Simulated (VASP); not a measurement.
# C (P6_3/mmc) in VASP: a series of runs

C is run at these levels: RPBE; tasks: single point.

Everything below comes from runs of VASP 6.6.1. Logs are shortened: lines on timing, memory, paths and dates and some standing lists are left out, and cuts for length are marked.

**1. The cell of the first run**

Symmetry: P6_3/mmc, No. 194, hexagonal system. The conventional cell has a = 2.524 Å, b = 2.524 Å, c = 4.199 Å, α = 90.00°, β = 90.00°, γ = 120.00°. C (site symmetry 3m) has 4 C at 1.55 to 1.57 Å within 2.1 Å.

**2. Single point, RPBE**

Contents of INCAR:

```
PREC = Accurate
ENCUT = 520
EDIFF = 1E-7
ISMEAR = -1
SIGMA = 0.05
LREAL = F
LASPH = T
NELM = 60
ALGO = Normal
ISIF = 2
LWAVE = F
LCHARG = T
GGA = RP
LELF = T
LVHAR = T
NBANDS = 16
```

Contents of KPOINTS:

```
regular mesh
0
Gamma
  8 8 4
```

Contents of POSCAR:

```
C
1.0
    2.5237898967      0.0000000000      0.0000000000
   -1.2618949483      2.1856661644      0.0000000000
    0.0000000000      0.0000000000      4.1989960551
C
4
Direct
    0.3333333333      0.6666666667      0.0626895848
    0.6666666667      0.3333333333      0.5626895848
    0.3333333333      0.6666666667      0.4373104152
    0.6666666667      0.3333333333      0.9373104152
```

Potentials or basis: VASP PAW PBE potentials, release 64 (C).

Started as:

```
$ cat potpaw_PBE.64/C/POTCAR > POTCAR
$ mpirun -np 1 vasp_std > vasp.out
```

OUTCAR:

```text
PREC = Accurate
   ENCUT = 520
   EDIFF = 1E-7
   ISMEAR = -1
   LREAL = F
   LASPH = T
   NELM = 60
   ISIF = 2
   GGA = RP

 ion  position               nearest neighbor table
   1  0.333  0.667  0.063-   4 1.55   4 1.55   4 1.55   3 1.57
   2  0.667  0.333  0.563-   3 1.55   3 1.55   3 1.55   4 1.57
   3  0.333  0.667  0.437-   2 1.55   2 1.55   2 1.55   1 1.57
   4  0.667  0.333  0.937-   1 1.55   1 1.55   1 1.55   2 1.57

  LATTYP: Found a hexagonal cell.
 ALAT       =     2.5237898967
 C/A-ratio  =     1.6637660926

  Lattice vectors:

 A1 = (   2.5237898967,   0.0000000000,   0.0000000000)
 A2 = (  -1.2618949483,   2.1856661644,   0.0000000000)
 A3 = (   0.0000000000,   0.0000000000,   4.1989960551)

Analysis of symmetry for initial positions (statically):
=====================================================================
 Subroutine PRICEL returns:
 Original cell was already a primitive cell.

 Routine SETGRP: Setting up the symmetry group for a
 hexagonal supercell.

 Subroutine GETGRP returns: Found 24 space group operations
 (whereof 12 operations were pure point group operations)
 out of a pool of 24 trial point group operations.

The static configuration has the point symmetry D_3d.
 The point group associated with its full space group is D_6h.

Analysis of symmetry for dynamics (positions and initial velocities):
=====================================================================
 Subroutine PRICEL returns:
 Original cell was already a primitive cell.

 Routine SETGRP: Setting up the symmetry group for a
 hexagonal supercell.

 Subroutine GETGRP returns: Found 24 space group operations
 (whereof 12 operations were pure point group operations)
 out of a pool of 24 trial point group operations.

The dynamic configuration has the point symmetry D_3d.
 The point group associated with its full space group is D_6h.

 Subroutine INISYM returns: Found 24 space group operations
 (whereof 12 operations are pure point group operations),
 and found     1 'primitive' translations

----------------------------------------------------------------------------------------

                                     Primitive cell

  volume of cell :      23.1623

  direct lattice vectors                    reciprocal lattice vectors
     2.523789897  0.000000000  0.000000000     0.396229496  0.228763206  0.000000000
    -1.261894948  2.185666164  0.000000000     0.000000000  0.457526413  0.000000000
     0.000000000  0.000000000  4.198996055     0.000000000  0.000000000  0.238152165

  length of vectors
     2.523789897  2.523789897  4.198996055     0.457526413  0.457526413  0.238152165

  position of ions in fractional coordinates (direct lattice)
     0.333333333  0.666666667  0.062689585
     0.666666667  0.333333333  0.562689585
     0.333333333  0.666666667  0.437310415
     0.666666667  0.333333333  0.937310415

  ion indices of the primitive-cell ions
   primitive index   ion index
                 1           1
                 2           2
                 3           3
                 4           4

----------------------------------------------------------------------------------------

 KPOINTS: regular mesh

Automatic generation of k-mesh.
 Grid dimensions read from file:
 generate k-points for:    8    8    4

 Generating k-lattice:

  Cartesian coordinates                     Fractional coordinates (reciprocal lattice)
     0.049528687  0.028595401  0.000000000     0.125000000  0.000000000  0.000000000
     0.000000000  0.057190802  0.000000000     0.000000000  0.125000000  0.000000000
     0.000000000  0.000000000  0.059538041     0.000000000  0.000000000  0.250000000

  Length of vectors
     0.057190802  0.057190802  0.059538041

  Shift w.r.t. Gamma in fractional coordinates (k-lattice)
     0.000000000  0.000000000  0.000000000

 Subroutine IBZKPT returns following result:
 ===========================================

 Found     30 irreducible k-points:

 Following reciprocal coordinates:
            Coordinates               Weight
  0.000000  0.000000  0.000000      1.000000
  0.125000  0.000000  0.000000      6.000000
  0.250000  0.000000  0.000000      6.000000
  0.375000  0.000000  0.000000      6.000000
  0.500000  0.000000  0.000000      3.000000
  0.125000  0.125000  0.000000      6.000000
[... 16 lines left out ...]
  0.250000  0.000000  0.500000      6.000000
  0.375000  0.000000  0.500000      6.000000
 [... further k-points ...]
   k-points           NKPTS =     30   k-points in BZ     NKDIM =     30   number of bands    NBANDS=     16
   number of dos      NEDOS =    301   number of ions     NIONS =      4
   total plane-waves  NPLWV =  12800
   dimension x,y,z NGX =    20 NGY =   20 NGZ =   32
   dimension x,y,z NGXF=    40 NGYF=   40 NGZF=   64
   ions per type =               4
   NGX,Y,Z   is equivalent  to a cutoff of  13.17, 13.17, 12.67 a.u.
   NGXF,Y,Z  is equivalent  to a cutoff of  26.35, 26.35, 25.34 a.u.
 SYSTEM =  unknown system
   PREC   = accura    normal or accurate (medium, high low for compatibility)
   ISTART =      0    job   : 0-new  1-cont  2-samecut
   ICHARG =      2    charge: 1-file 2-atom 10-const
   ISPIN  =      1    spin polarized calculation?
   LNONCOLLINEAR =      F non collinear calculations
   LSORBIT =      F    spin-orbit coupling
   LASPH  =      T    aspherical Exc in radial PAW
   ENCUT  =  520.0 eV  38.22 Ry    6.18 a.u.   4.69  4.69  7.81*2*pi/ulx,y,z
   NELM   =     60;   NELMIN=  2; NELMDL= -5     # of ELM steps
   EDIFF  = 0.1E-06   stopping-criterion for ELM
   LREAL  =      F    real-space projection
   EDIFFG = 0.1E-05   stopping-criterion for IOM
   NSW    =      0    number of steps for IOM
   IBRION =     -1    ionic relax: 0-MD 1-quasi-New 2-CG
   NFREE  =      0    steps in history (QN), initial steepest desc. (CG)
   ISIF   =      2    stress and relaxation
   ISYM   =      2    0-nonsym 1-usesym 2-fastsym
   POTIM  = 0.5000    time-step for ionic-motion
   TEBEG  =    0.0;   TEEND  =   0.0 temperature during run
   PSTRESS=    0.0 pullay stress
   NELECT =      16.0000    total number of electrons
   NUPDOWN=      -1.0000    fix difference up-down
   EMIN   =  10.00;   EMAX   =-10.00  energy-range for DOS
   EFERMI =   0.00;   METHOD = LEGACY
   ISMEAR =    -1;   SIGMA  =   0.05  broadening in eV -4-tet -1-fermi 0-gaus
   EFERMI_NEDOS =   21; number of points for ismear=-14 and -15
   IALGO  =     38    algorithm
   IMIX   =      4    mixing-type and parameters
     AMIX     =   0.40;   BMIX     =  1.00
     AMIX_MAG =   1.60;   BMIX_MAG =  1.00
  volume/ion in A,a.u.               =       5.79        39.08
  Fermi-wavevector in a.u.,A,eV,Ry     =   1.447174  2.734762 28.494841  2.094312
  Thomas-Fermi vector in A             =   2.565159
   LORBIT       =      0    0 simple, 1 ext, 2 COOP (PROOUT), +10 PAW based schemes
   GGA     = RP    functional components
   LHFCALC =     F    Hartree Fock is set to
   AEXX    =    0.0000 exact exchange contribution
   IVDW    =     0    specifies the selected vdW correction
   LEPSILON=     F    determine dielectric tensor
   LRPA    =     F    only Hartree local field effects (RPA)
 non-spin polarized calculation
  energy-cutoff  :      520.00
  volume of cell :       23.16
 maximum number of plane-waves:       640
 NGX is ok and might be reduce to    20
   NGX =  9   NGY =  9   NGZ = 15

 number of electron      16.0000000 magnetization

 Free energy of the ion-electron system (eV)
  ---------------------------------------------------
  ext. energy  EPLUGINS =         0.00000000
  ---------------------------------------------------
  free energy    TOTEN  =       -34.37164678 eV

  energy without entropy =      -34.37164678  energy(sigma->0) =      -34.37164678

 E-fermi :  10.8637     XC(G=0): -13.0541

 val. band max:        9.8296389880   @ k =   0.0000   0.0000   0.0000
 cond. band min:      13.6322764357   @ k =   0.3750   0.2500   0.0000
 fundamental gap:      3.8026374477
 Fermi energy:        10.8636623876

 k-point     1 :       0.0000    0.0000    0.0000
  band No.  band energies     occupation
      1     -11.7471      2.00000
      2      -6.2993      2.00000
      3      -3.6368      2.00000
      4       6.7977      2.00000
      5       6.7977      2.00000
      6       9.3768      2.00000
[... 8 lines left out ...]
     15      23.3216      0.00000
     16      27.3144      0.00000

 k-point     2 :       0.1250    0.0000    0.0000
  band No.  band energies     occupation
      1     -11.3644      2.00000
      2      -5.9522      2.00000
      3      -3.2872      2.00000
      4       5.0301      2.00000
      5       6.0832      2.00000
      6       8.3268      2.00000
[... 8 lines left out ...]
     15      23.8431      0.00000
     16      26.0425      0.00000

 k-point     3 :       0.2500    0.0000    0.0000
  band No.  band energies     occupation
      1     -10.2282      2.00000
      2      -4.9200      2.00000
      3      -2.3287      2.00000
      4       1.6165      2.00000
      5       4.7979      2.00000
      6       5.3210      2.00000
[... 8 lines left out ...]
     15      24.5163      0.00000
     16      24.9675      0.00000

 k-point     4 :       0.3750    0.0000    0.0000
  band No.  band energies     occupation
      1      -8.3976      2.00000
      2      -3.2456      2.00000
      3      -2.5180      2.00000
      4      -0.2009      2.00000
      5       2.1703      2.00000
      6       3.8281      2.00000
[... 8 lines left out ...]
     15      25.2276      0.00000
     16      27.0168      0.00000
[... 324 lines left out ...]
 k-point    22 :       0.1250    0.0000    0.5000
  band No.  band energies     occupation
      1      -9.7189      2.00000
      2      -9.7189      2.00000
      3       3.0660      2.00000
      4       3.0660      2.00000
      5       6.3632      2.00000
      6       6.3632      2.00000
[... 8 lines left out ...]
     15      24.3651      0.00000
     16      24.3651      0.00000

 k-point    23 :       0.2500    0.0000    0.5000
  band No.  band energies     occupation
      1      -8.6028      2.00000
      2      -8.6028      2.00000
      3       2.4594      2.00000
      4       2.4594      2.00000
      5       4.2398      2.00000
      6       4.2398      2.00000
[... 8 lines left out ...]
     15      24.1687      0.00000
     16      24.1687      0.00000

 k-point    24 :       0.3750    0.0000    0.5000
  band No.  band energies     occupation
      1      -6.8144      2.00000
      2      -6.8144      2.00000
      3      -0.7366      2.00000
      4      -0.7366      2.00000
      5       4.7483      2.00000
      6       4.7483      2.00000
[... 8 lines left out ...]
     15      25.2009      0.00000
     16      25.2009      0.00000

 [... further k-points ...]
[... 5 lines left out ...]
  --------------------------------------------------------------------------------------
  -------------------------------------------------------------------------------------
  Total        0.0712212      0.0712212      0.0557005      0.0000000     -0.0000000      0.0000000
  in kB        4.9264841      4.9264841      3.8528970      0.0000000     -0.0000000      0.0000000
  external PRESSURE =       4.5686217 kB  Pullay stress =       0.0000000 kB

 VOLUME and BASIS-vectors are now :
 -----------------------------------------------------------------------------
  energy-cutoff  :      520.00
  volume of cell :       23.16
      direct lattice vectors                 reciprocal lattice vectors
     2.523789897  0.000000000  0.000000000     0.396229496  0.228763206  0.000000000
    -1.261894948  2.185666164  0.000000000     0.000000000  0.457526413  0.000000000
     0.000000000  0.000000000  4.198996055     0.000000000  0.000000000  0.238152165

 POSITION                                       TOTAL-FORCE (eV/Angst)
 -----------------------------------------------------------------------------------
     -0.00000      1.45711      0.26323         0.000000      0.000000      0.004610
      1.26189      0.72856      2.36273         0.000000     -0.000000      0.004610
     -0.00000      1.45711      1.83626        -0.000000      0.000000     -0.004610
      1.26189      0.72856      3.93576        -0.000000     -0.000000     -0.004610
 -----------------------------------------------------------------------------------
    total drift:                               -0.000000      0.000000      0.000000

  FREE ENERGIE OF THE ION-ELECTRON SYSTEM (eV)
  ---------------------------------------------------
  free  energy   TOTEN  =       -34.3716467837 eV

  energy  without entropy=      -34.3716467836  energy(sigma->0) =      -34.37164678
```

Wall time 9.6 s (1 thread of AMD EPYC 7R13 (Zen 3), shared host); peak memory 0.1 GiB.

Results:

| Quantity | Value |
| --- | --- |
| Free energy | -34.3716 eV |
| Pressure | 0.5 GPa |
| Largest force | 0.005 eV/Å |
| Band gap on the k mesh | 3.80 eV, indirect (least direct gap 4.94 eV) |

Forces in eV/Å, atoms in the order of the input:
```
C    0.000  0.000  0.005
C    0.000  0.000  0.005
C    0.000  0.000 -0.005
C    0.000  0.000 -0.005
```

Caveat: the PAW data sets were made with another functional, which shifts forces and pressure a little.

**3. Single point, RPBE (volume scaled by 0.88)**

Contents of INCAR:

```
SYSTEM = C
PREC = Accurate
ENCUT = 520
EDIFF = 1E-6
ISMEAR = -1
SIGMA = 0.05
LREAL = .FALSE.
LASPH = .TRUE.
NELM = 100
ALGO = Normal
ISIF = 2
LWAVE = .FALSE.
LCHARG = .FALSE.
GGA = RP
NBANDS = 16
```

Contents of KPOINTS:

```
Automatic mesh
0
G
  12 12 7
  0 0 0
```

Contents of POSCAR:

```
C
1.0
    2.4185074052      0.0000000000      0.0000000000
   -1.2092537026      2.0944888522      0.0000000000
    0.0000000000      0.0000000000      4.0238306156
C
4
Direct
    0.3333333333      0.6666666667      0.0626895848
    0.6666666667      0.3333333333      0.5626895848
    0.3333333333      0.6666666667      0.4373104152
    0.6666666667      0.3333333333      0.9373104152
```

Potentials or basis: VASP PAW PBE potentials, release 64 (C).

Started as:

```
$ cat potpaw_PBE.64/C/POTCAR > POTCAR
$ mpirun -np 1 vasp_std > vasp.out
```

Wall time 18 s (1 thread of AMD EPYC 7R13 (Zen 3), shared host); peak memory 0.1 GiB.

Results (log left out):

| Quantity | Value |
| --- | --- |
| Free energy | -33.8232 eV |
| Pressure | 68.8 GPa |
| Largest force | 0.171 eV/Å |
| Band gap on the k mesh | 2.97 eV, indirect (least direct gap 5.14 eV) |

Forces in eV/Å, atoms in the order of the input:
```
C    0.000  0.000  0.171
C    0.000  0.000  0.171
C    0.000  0.000 -0.171
C    0.000  0.000 -0.171
```

Stress tensor (GPa, compression positive):
```
68.37  0.00  0.00
 0.00 68.37  0.00
 0.00  0.00 69.64
```

Levels at points of the mesh, in eV from the valence-band top:
| k point | band 5 | band 6 | band 7 | band 8 | band 9 | band 10 | band 11 | band 12 |
| --- | --- | --- | --- | --- | --- | --- | --- | --- |
| (0.00, 0.00, 0.00) | -3.44 | -0.55 | 0.00 | 0.00 | 5.14 | 5.14 | 5.63 | 9.41 |
| (0.50, 0.00, 0.00) | -10.22 | -7.20 | -6.70 | -3.49 | 4.71 | 8.35 | 8.71 | 8.90 |

Caveat: the PAW data sets were made with another functional, which shifts forces and pressure a little. A k mesh can miss the band edges.
